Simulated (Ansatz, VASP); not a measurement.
## One calculation of Rh, two programs

Contents of INCAR:

```
SYSTEM = Rh
PREC     = Accurate       ! precision mode
ENCUT    = 520            ! plane-wave cutoff, eV
EDIFF    = 1E-8           ! SCF threshold, eV
ISMEAR   = -1             ! smearing method
SIGMA    = 0.05           ! smearing width, eV
LREAL    = .False.        ! projectors in reciprocal space
LASPH    = .True.         ! aspherical terms in the spheres
NELM     = 100            ! most SCF steps
ALGO     = Normal         ! electronic algorithm
ISIF     = 2              ! what is computed and relaxed
LWAVE    = .False.        ! write WAVECAR
LCHARG   = .False.        ! write CHGCAR
GGA      = PE             ! functional
LEFG     = .True.       
NBANDS   = 22             ! bands
```

File KPOINTS:

```
Automatic mesh
0
Gamma
  10 10 10
  0 0 0
```

POSCAR

```
Rh
1.0
    0.0000000000      2.5993341490      2.5993341490
    2.5993341490      0.0000000000      2.5993341490
    2.5993341490      2.5993341490      0.0000000000
Rh
2
Direct
   -0.0875000000     -0.1375000000     -0.1375000000
    0.0875000000      0.1375000000      0.1375000000
```

Input for Ansatz:

```yaml
crystal:
  lattice:
    - [0.0, 2.599334149, 2.599334149]
    - [2.599334149, 0.0, 2.599334149]
    - [2.599334149, 2.599334149, 0.0]
  atoms:
    - { symbol: Rh, position: [-0.0875, -0.1375, -0.1375] }
    - { symbol: Rh, position: [0.0875, 0.1375, 0.1375] }
kpoints:
  mp_grid: { grid: [10, 10, 10] }
scf:
  occupations: { method: fermi_dirac, width: 0.05 }
hamiltonian:
  xc: pbe
  pseudopotentials: { kind: paw }
output:
  forces: true
  stress: true
  eigenvalues: true
  efg: { contact_densities: true }
  populations: true
  write_density: true
  write_potential: true
  elf: true
  volumetric_format: npy
```

Change from the starting cell: shortest bond scaled by 1.1, PAW files.

Alike in both runs: task electric field gradients; functional PBE; k mesh 10 × 10 × 10; occupations fermi-dirac, width 0.05 eV; no spin polarisation.

|  | VASP | Ansatz |
| --- | --- | --- |
| version | VASP 6.6.1 | Ansatz 0.2.0 |
| potentials or method | VASP PAW PBE potentials, release 64 (Rh_pv) | PAW with Ansatz's default frozen-core files, scalar-relativistic |
| plane-wave cutoff (eV) | 520 | 420 |
| valence electrons in the cell | 30 | 34 |

|  | VASP | Ansatz | Ansatz less VASP |
| --- | --- | --- | --- |
| pressure (GPa) | 40.5 | 39.8 | -0.65 |
| traceless stress, the component that is largest in VASP (GPa) | 16.00 | 15.68 | -0.320 |
| rms of the force components (eV/Å) | 2.321 | 2.293 | -0.0274 |
| size of Vzz on the site where it differs most (V/Å²) | 30.1 | 50.2 | +20.13 |

Atom by atom the forces differ by 0.027 eV/Å (rms over components). Both programs put the cell under a high pressure, so it lies far from rest at this level. VASP's potentials hold 30 valence electrons a cell and Ansatz's 34, so a difference there can come from the potentials and not from the codes.
